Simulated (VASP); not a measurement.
Here is a VASP 6.6.1 calculation.

The input POSCAR:

```
LiH
1.0
   -0.0071504067      2.1379716032      2.1379716032
    2.1379716032     -0.0071504067      2.1379716032
    2.1379716032      2.1379716032     -0.0071504067
Li H
1 1
Direct
   -0.0002057825     -0.0002057825     -0.0002057825
    0.2502057825      0.2502057825      0.2502057825
```

INCAR.step1

```
SYSTEM = LiH
PREC     = Accurate       ! precision mode
ENCUT    = 520            ! plane-wave cutoff, eV
EDIFF    = 1E-5           ! SCF threshold, eV
ISMEAR   = 0              ! smearing method
SIGMA    = 0.01           ! smearing width, eV
LREAL    = .FALSE.        ! projectors in reciprocal space
LASPH    = .TRUE.         ! aspherical terms in the spheres
NELM     = 80             ! most SCF steps
ALGO     = Normal         ! electronic algorithm
ISIF     = 2              ! what is computed and relaxed
LWAVE    = .TRUE.         ! write WAVECAR
LCHARG   = .FALSE.        ! write CHGCAR
NBANDS   = 9              ! bands
GGA      = PE             ! functional
```

Contents of INCAR.step2:

```
SYSTEM = LiH
PREC     = Accurate       ! precision mode
ENCUT    = 520            ! plane-wave cutoff, eV
EDIFF    = 1E-6           ! SCF threshold, eV
ISMEAR   = 0              ! smearing method
SIGMA    = 0.01           ! smearing width, eV
LREAL    = .FALSE.        ! projectors in reciprocal space
LASPH    = .TRUE.         ! aspherical terms in the spheres
NELM     = 80             ! most SCF steps
ALGO     = Normal         ! electronic algorithm
ISIF     = 2              ! what is computed and relaxed
LWAVE    = .FALSE.        ! write WAVECAR
LCHARG   = .FALSE.        ! write CHGCAR
GGA      = PE             ! functional
LHFCALC  = .TRUE.         ! exact exchange
HFSCREEN = 0.2079         ! screening, 1/A
PRECFOCK = Normal       
NBANDS   = 9              ! bands
ISTART   = 1
```

Contents of KPOINTS:

```
Automatic mesh
0
G
  8 8 8
  0 0 0
```

Potentials or basis: VASP PAW PBE potentials, release 64 (Li_sv, H).

Launch:

```sh
$ cat potpaw_PBE.64/Li_sv/POTCAR potpaw_PBE.64/H/POTCAR > POTCAR
$ cp INCAR.step1 INCAR
$ mpirun -np 1 vasp_std > vasp.out
$ cp INCAR.step2 INCAR
$ mpirun -np 1 vasp_std > vasp.out
```

Problem. Estimate the band gap on the k mesh.

Solution. 5.25 eV (least direct gap 6.42 eV).

Forces in eV/Å, atoms in the order of the input:
```
Li  -0.001 -0.001 -0.001
H    0.001  0.001  0.001
```

Caveat: the cell differs from its parent crystal (strain along [111] -0.5%); the structure was generated, so it needn't be the stable form of LiH; the PAW data sets were made with another functional, which shifts forces and pressure a little. A k mesh can miss the band edges.
